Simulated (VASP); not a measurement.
A run of VASP 6.6.1:

The input INCAR:

```
SYSTEM = TiO2
PREC = Accurate ; ENCUT = 600
EDIFF = 1E-7 ; ISMEAR = 0
SIGMA = 0.02 ; LREAL = .False.
LASPH = .True. ; NELM = 120
ALGO = Normal ; ISIF = 3
LWAVE = .False. ; LCHARG = .False.
GGA = CA ; IBRION = 2
NSW = 80 ; EDIFFG = -0.01
GGA_COMPAT = .False. ; NELMIN = 4
```

The input KPOINTS:

```
regular mesh
0
Gamma
  8 8 6
  0 0 0
```

File POSCAR:

```
TiO2
1.0
    2.7060340000     -2.7066550000      0.0000000000
    2.7060340000      2.7066550000      0.0000000000
   -2.6335310000      0.0000000000      4.7966370000
Ti O
2 4
Direct
    0.1341100000      0.8658900000      0.2500000000
    0.8658900000      0.1341100000      0.7500000000
    0.3312210000      0.0887550000      0.6671490000
    0.6687790000      0.9112450000      0.3328510000
    0.9112450000      0.6687790000      0.8328510000
    0.0887550000      0.3312210000      0.1671490000
```

Potentials or basis: VASP PAW LDA potentials, release 64 (Ti_sv, O).

The run is started by

```sh
$ cat potpaw_LDA.64/Ti_sv/POTCAR potpaw_LDA.64/O/POTCAR > POTCAR
$ mpirun -np 1 vasp_std > vasp.out
```

Hardware: 1 thread of Intel(R) Xeon(R) 6975P-C (Granite Rapids) (shared host).

Task: How long does it take, and how much memory?

Result: Run time: 18 min on 1 thread of Intel(R) Xeon(R) 6975P-C (Granite Rapids), on a shared host, peak memory 0.35 GiB. Counts: scf iterations 162, k points 114, ion steps 21.
